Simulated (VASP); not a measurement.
Runs of VASP 6.6.1 on Rb. The structure is that of space group I4/mmm (No. 139), or close to it. The cells are those of the table. 

```tsv
cell	gap on the mesh (eV)	pressure (GPa)
a = 4.742 Å, angles 111.6, 111.6, 105.3°, 1 atom	none	0.2
a = 4.700 Å, angles 110.9, 110.9, 106.7°, 1 atom	none	(b)
a = 5.023 Å, angles 108.2, 108.2, 112.1°, 1 atom	none	-0.3
a = 4.902 Å, angles 108.1, 108.1, 112.1°, 1 atom	none	-0.1
a = 4.985 Å, angles 107.5, 107.5, 113.4°, 1 atom	none	(a)
```

Alike in all rows: task single point; level PBEsol; potentials or basis VASP PAW PBE potentials, release 64 (Rb_sv); no spin polarisation; k mesh 12 × 12 × 12; cutoff (eV) 520; smearing gaussian 0.15 eV.

Estimate the missing entries.

(a) -0.2; (b) 0.3.

Caveats: the PAW data sets were made with another functional, which shifts forces and pressure a little.

A k mesh can miss the band edges, and the runs leave out spin-orbit coupling on Rb.

A gap of «none» marks levels without a gap at the run's occupations.
